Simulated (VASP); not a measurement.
# WSe2 (P6_3/mmc) in VASP: single point with PBE

Aim: the single point of WSe2 with PBE.

Program: VASP 6.6.1. These are calculated values, not measurements. Logs are shortened: lines on timing, memory, paths and dates and some standing lists are left out, and cuts for length are marked.

## Step 1: The cell of the first run

It takes space group P6_3/mmc (No. 194, hexagonal). Conventional cell: a = 3.290 Å, b = 3.290 Å, c = 13.229 Å, α = 90.00°, β = 90.00°, γ = 120.00°. Within 3.4 Å of W (site symmetry -6m2) lie 6 Se at 2.55 Å and 6 W at 3.29 Å. Se (site symmetry 3m) has 3 W at 2.55 Å and 7 Se at 3.29 to 3.41 Å within 3.5 Å.

## Step 2: Single point, PBE (zz strain of +2 %)

Input file INCAR:

```
ALGO = Normal
EDIFF = 1E-7
ENCUT = 520
GGA = PE
ISIF = 2
ISMEAR = -1
LASPH = True
LCHARG = False
LREAL = False
LWAVE = False
NBANDS = 35
NELM = 100
PREC = Accurate
SIGMA = 0.08
```

Input file KPOINTS:

```
k-points
0
Gamma
  11 11 3
```

Input file POSCAR:

```
WSe2
1.0
    3.2899984505      0.0000000000      0.0000000000
   -1.6449992252      2.8492222365      0.0000000000
    0.0000000000      0.0000000000     13.2294000000
W Se
2 4
Direct
    0.3333333333      0.6666666667      0.2500000000
    0.6666666667      0.3333333333      0.7500000000
    0.3333333333      0.6666666667      0.6210000000
    0.6666666667      0.3333333333      0.1210000000
    0.3333333333      0.6666666667      0.8790000000
    0.6666666667      0.3333333333      0.3790000000
```

Potentials or basis: VASP PAW PBE potentials, release 64 (W_sv, Se).

Launch:

```bash
$ cat potpaw_PBE.64/W_sv/POTCAR potpaw_PBE.64/Se/POTCAR > POTCAR
$ mpirun -np 1 vasp_std > vasp.out
```

OUTCAR:

```text
EDIFF = 1E-7
   ENCUT = 520
   GGA = PE
   ISIF = 2
   ISMEAR = -1
   LASPH = True
   LREAL = False
   NELM = 100
   PREC = Accurate

 ion  position               nearest neighbor table
   1  0.333  0.667  0.250-   4 2.55   6 2.55   4 2.55   6 2.55   4 2.55   6 2.55
   2  0.667  0.333  0.750-   3 2.55   5 2.55   3 2.55   5 2.55   3 2.55   5 2.55
   3  0.333  0.667  0.621-   2 2.55   2 2.55   2 2.55
   4  0.667  0.333  0.121-   1 2.55   1 2.55   1 2.55
   5  0.333  0.667  0.879-   2 2.55   2 2.55   2 2.55
   6  0.667  0.333  0.379-   1 2.55   1 2.55   1 2.55

  LATTYP: Found a hexagonal cell.
 ALAT       =     3.2899984505
 C/A-ratio  =     4.0210961188

  Lattice vectors:

 A1 = (   3.2899984505,   0.0000000000,   0.0000000000)
 A2 = (  -1.6449992252,   2.8492222365,   0.0000000000)
 A3 = (   0.0000000000,   0.0000000000,  13.2294000000)

Analysis of symmetry for initial positions (statically):
=====================================================================
 Subroutine PRICEL returns:
 Original cell was already a primitive cell.

 Routine SETGRP: Setting up the symmetry group for a
 hexagonal supercell.

 Subroutine GETGRP returns: Found 24 space group operations
 (whereof 12 operations were pure point group operations)
 out of a pool of 24 trial point group operations.

The static configuration has the point symmetry D_3d.
 The point group associated with its full space group is D_6h.

Analysis of symmetry for dynamics (positions and initial velocities):
=====================================================================
 Subroutine PRICEL returns:
 Original cell was already a primitive cell.

 Routine SETGRP: Setting up the symmetry group for a
 hexagonal supercell.

 Subroutine GETGRP returns: Found 24 space group operations
 (whereof 12 operations were pure point group operations)
 out of a pool of 24 trial point group operations.

The dynamic configuration has the point symmetry D_3d.
 The point group associated with its full space group is D_6h.

 Subroutine INISYM returns: Found 24 space group operations
 (whereof 12 operations are pure point group operations),
 and found     1 'primitive' translations

----------------------------------------------------------------------------------------

                                     Primitive cell

  volume of cell :     124.0116

  direct lattice vectors                    reciprocal lattice vectors
     3.289998451  0.000000000  0.000000000     0.303951511  0.175486487  0.000000000
    -1.644999225  2.849222237  0.000000000     0.000000000  0.350972973  0.000000000
     0.000000000  0.000000000 13.229400000     0.000000000  0.000000000  0.075589218

  length of vectors
     3.289998451  3.289998450 13.229400000     0.350972973  0.350972973  0.075589218

  position of ions in fractional coordinates (direct lattice)
     0.333333333  0.666666667  0.250000000
     0.666666667  0.333333333  0.750000000
     0.333333333  0.666666667  0.621000000
     0.666666667  0.333333333  0.121000000
     0.333333333  0.666666667  0.879000000
     0.666666667  0.333333333  0.379000000

  ion indices of the primitive-cell ions
   primitive index   ion index
                 1           1
                 2           2
                 3           3
                 4           4
                 5           5
                 6           6

----------------------------------------------------------------------------------------

 KPOINTS: k-points

Automatic generation of k-mesh.
 Grid dimensions read from file:
 generate k-points for:   11   11    3

 Generating k-lattice:

  Cartesian coordinates                     Fractional coordinates (reciprocal lattice)
     0.027631956  0.015953317  0.000000000     0.090909091 -0.000000000  0.000000000
     0.000000000  0.031906634  0.000000000     0.000000000  0.090909091  0.000000000
     0.000000000  0.000000000  0.025196406     0.000000000  0.000000000  0.333333333

  Length of vectors
     0.031906634  0.031906634  0.025196406

  Shift w.r.t. Gamma in fractional coordinates (k-lattice)
     0.000000000  0.000000000  0.000000000

 Subroutine IBZKPT returns following result:
 ===========================================

 Found     32 irreducible k-points:

 Following reciprocal coordinates:
            Coordinates               Weight
  0.000000  0.000000  0.000000      1.000000
  0.090909  0.000000  0.000000      6.000000
  0.181818  0.000000  0.000000      6.000000
  0.272727  0.000000  0.000000      6.000000
  0.363636  0.000000  0.000000      6.000000
  0.454545  0.000000  0.000000      6.000000
[... 16 lines left out ...]
  0.090909  0.090909  0.333333     12.000000
  0.181818  0.090909  0.333333     24.000000
 [... further k-points ...]
   k-points           NKPTS =     32   k-points in BZ     NKDIM =     32   number of bands    NBANDS=     35
   number of dos      NEDOS =    301   number of ions     NIONS =      6
   total plane-waves  NPLWV =  56448
   dimension x,y,z NGX =    24 NGY =   24 NGZ =   98
   dimension x,y,z NGXF=    48 NGYF=   48 NGZF=  196
   ions per type =               2   4
   NGX,Y,Z   is equivalent  to a cutoff of  12.13, 12.13, 12.32 a.u.
   NGXF,Y,Z  is equivalent  to a cutoff of  24.25, 24.25, 24.63 a.u.
 SYSTEM =  unknown system
   PREC   = accura    normal or accurate (medium, high low for compatibility)
   ISTART =      0    job   : 0-new  1-cont  2-samecut
   ICHARG =      2    charge: 1-file 2-atom 10-const
   ISPIN  =      1    spin polarized calculation?
   LNONCOLLINEAR =      F non collinear calculations
   LSORBIT =      F    spin-orbit coupling
   LASPH  =      T    aspherical Exc in radial PAW
   ENCUT  =  520.0 eV  38.22 Ry    6.18 a.u.   6.12  6.12 24.60*2*pi/ulx,y,z
   NELM   =    100;   NELMIN=  2; NELMDL= -5     # of ELM steps
   EDIFF  = 0.1E-06   stopping-criterion for ELM
   LREAL  =      F    real-space projection
   EDIFFG = 0.1E-05   stopping-criterion for IOM
   NSW    =      0    number of steps for IOM
   IBRION =     -1    ionic relax: 0-MD 1-quasi-New 2-CG
   NFREE  =      0    steps in history (QN), initial steepest desc. (CG)
   ISIF   =      2    stress and relaxation
   ISYM   =      2    0-nonsym 1-usesym 2-fastsym
   POTIM  = 0.5000    time-step for ionic-motion
   TEBEG  =    0.0;   TEEND  =   0.0 temperature during run
   PSTRESS=    0.0 pullay stress
   NELECT =      52.0000    total number of electrons
   NUPDOWN=      -1.0000    fix difference up-down
   EMIN   =  10.00;   EMAX   =-10.00  energy-range for DOS
   EFERMI =   0.00;   METHOD = LEGACY
   ISMEAR =    -1;   SIGMA  =   0.08  broadening in eV -4-tet -1-fermi 0-gaus
   EFERMI_NEDOS =   21; number of points for ismear=-14 and -15
   IALGO  =     38    algorithm
   IMIX   =      4    mixing-type and parameters
     AMIX     =   0.40;   BMIX     =  1.00
     AMIX_MAG =   1.60;   BMIX_MAG =  1.00
  volume/ion in A,a.u.               =      20.67       139.48
  Fermi-wavevector in a.u.,A,eV,Ry     =   1.225336  2.315549 20.428447  1.501449
  Thomas-Fermi vector in A             =   2.360378
   LORBIT       =      0    0 simple, 1 ext, 2 COOP (PROOUT), +10 PAW based schemes
   GGA     = PE    functional components
   LHFCALC =     F    Hartree Fock is set to
   AEXX    =    0.0000 exact exchange contribution
   IVDW    =     0    specifies the selected vdW correction
   LEPSILON=     F    determine dielectric tensor
   LRPA    =     F    only Hartree local field effects (RPA)
 non-spin polarized calculation
  energy-cutoff  :      520.00
  volume of cell :      124.01
 maximum number of plane-waves:      3373
   NGX = 13   NGY = 13   NGZ = 49

 number of electron      51.9999990 magnetization

 Free energy of the ion-electron system (eV)
  ---------------------------------------------------
  ext. energy  EPLUGINS =         0.00000000
  ---------------------------------------------------
  free energy    TOTEN  =       -43.15970621 eV

  energy without entropy =      -43.15960835  energy(sigma->0) =      -43.15965728

 E-fermi :   6.4039     XC(G=0): -10.6569

 val. band max:        5.9150334581   @ k =   0.0000   0.0000   0.0000
 cond. band min:       6.9278923695   @ k =   0.1818   0.1818   0.0000
 fundamental gap:      1.0128589114
 Fermi energy:         6.4038947901

 k-point     1 :       0.0000    0.0000    0.0000
  band No.  band energies     occupation
      1     -68.3091      2.00000
      2     -68.3091      2.00000
      3     -32.5430      2.00000
      4     -32.5430      2.00000
      5     -32.4081      2.00000
      6     -32.4081      2.00000
[... 27 lines left out ...]
     34       8.8997      0.00000
     35      10.4761      0.00000

 k-point     2 :       0.0909    0.0000    0.0000
  band No.  band energies     occupation
      1     -68.3083      2.00000
      2     -68.3083      2.00000
      3     -32.5396      2.00000
      4     -32.5396      2.00000
      5     -32.4264      2.00000
      6     -32.4264      2.00000
[... 27 lines left out ...]
     34       8.9522      0.00000
     35      11.1703      0.00000

 k-point     3 :       0.1818    0.0000    0.0000
  band No.  band energies     occupation
      1     -68.3061      2.00000
      2     -68.3061      2.00000
      3     -32.5304      2.00000
      4     -32.5304      2.00000
      5     -32.4752      2.00000
      6     -32.4752      2.00000
[... 27 lines left out ...]
     34       9.4272      0.00000
     35      12.0394      0.00000

 k-point     4 :       0.2727    0.0000    0.0000
  band No.  band energies     occupation
      1     -68.3033      2.00000
      2     -68.3033      2.00000
      3     -32.5384      2.00000
      4     -32.5384      2.00000
      5     -32.5184      2.00000
      6     -32.5184      2.00000
[... 27 lines left out ...]
     34       9.8643      0.00000
     35      12.1959      0.00000

 k-point     5 :       0.3636    0.0000    0.0000
  band No.  band energies     occupation
      1     -68.3007      2.00000
      2     -68.3007      2.00000
      3     -32.5959      2.00000
      4     -32.5959      2.00000
      5     -32.5073      2.00000
      6     -32.5073      2.00000
[... 638 lines left out ...]
 k-point    22 :       0.4545    0.0000    0.3333
  band No.  band energies     occupation
      1     -68.2992      2.00000
      2     -68.2991      2.00000
      3     -32.6297      2.00000
      4     -32.6297      2.00000
      5     -32.5007      2.00000
      6     -32.5007      2.00000
[... 27 lines left out ...]
     34      10.1375      0.00000
     35      10.2161      0.00000

 k-point    23 :       0.0909    0.0909    0.3333
  band No.  band energies     occupation
      1     -68.3068      2.00000
      2     -68.3068      2.00000
      3     -32.5333      2.00000
      4     -32.5333      2.00000
      5     -32.4588      2.00000
      6     -32.4588      2.00000
[... 27 lines left out ...]
     34       9.3126      0.00000
     35      12.1214      0.00000

 k-point    24 :       0.1818    0.0909    0.3333
  band No.  band energies     occupation
      1     -68.3043      2.00000
      2     -68.3043      2.00000
      3     -32.5227      2.00000
      4     -32.5227      2.00000
      5     -32.5121      2.00000
      6     -32.5121      2.00000
[... 27 lines left out ...]
     34       9.8026      0.00000
     35      12.5956      0.00000

 [... further k-points ...]

------------------------ aborting loop because EDIFF is reached ----------------------------------------

  FORCE on cell =-STRESS in cart. coord.  units (eV):
  Direction    XX          YY          ZZ          XY          YZ          ZX
  --------------------------------------------------------------------------------------
  -------------------------------------------------------------------------------------
  Total        1.3046005      1.3046005     -0.5213424      0.0000000     -0.0000000      0.0000000
  in kB       16.8548919     16.8548919     -6.7355257      0.0000000     -0.0000000      0.0000000
  external PRESSURE =       8.9914194 kB  Pullay stress =       0.0000000 kB

 VOLUME and BASIS-vectors are now :
 -----------------------------------------------------------------------------
  energy-cutoff  :      520.00
  volume of cell :      124.01
      direct lattice vectors                 reciprocal lattice vectors
     3.289998451  0.000000000  0.000000000     0.303951511  0.175486487  0.000000000
    -1.644999225  2.849222237  0.000000000     0.000000000  0.350972973  0.000000000
     0.000000000  0.000000000 13.229400000     0.000000000  0.000000000  0.075589218

 POSITION                                       TOTAL-FORCE (eV/Angst)
 -----------------------------------------------------------------------------------
     -0.00000      1.89948      3.30735         0.000000     -0.000000      0.000000
      1.64500      0.94974      9.92205        -0.000000      0.000000      0.000000
     -0.00000      1.89948      8.21546        -0.000000      0.000000      0.325895
      1.64500      0.94974      1.60076         0.000000     -0.000000      0.325895
     -0.00000      1.89948     11.62864        -0.000000      0.000000     -0.325895
      1.64500      0.94974      5.01394         0.000000     -0.000000     -0.325895
 -----------------------------------------------------------------------------------
    total drift:                               -0.000000      0.000000     -0.000000

  FREE ENERGIE OF THE ION-ELECTRON SYSTEM (eV)
  ---------------------------------------------------
  free  energy   TOTEN  =       -43.1597062073 eV

  energy  without entropy=      -43.1596083550  energy(sigma->0) =      -43.15965728
```

Run time: 1.9 min. Hardware: 1 thread of AMD EPYC 7R13 (Zen 3), shared host; peak memory 0.26 GiB.

What came out:

| Item | Value |
| --- | --- |
| Free energy | -43.1597 eV |
| Pressure | 0.9 GPa |
| Largest force | 0.326 eV/Å |
| Band gap on the k mesh | 1.01 eV (least direct gap 1.79 eV) |

Forces on the atoms (eV/Å):
```
W    0.000  0.000  0.000
W    0.000  0.000  0.000
Se   0.000  0.000  0.326
Se   0.000  0.000  0.326
Se   0.000  0.000 -0.326
Se   0.000  0.000 -0.326
```

Stress tensor (GPa, compression positive):
```
 1.69  0.00  0.00
 0.00  1.69  0.00
 0.00  0.00 -0.67
```

Caveat: the cell differs from its parent crystal (zz strain of +2 %); spin-orbit coupling is left out, which moves the levels of the heavy elements; an odd mesh through Γ misses points on the zone boundary, where band edges can lie; this functional lacks dispersion, which binds the layers, so the pressure and a relaxed spacing across them are unreliable.
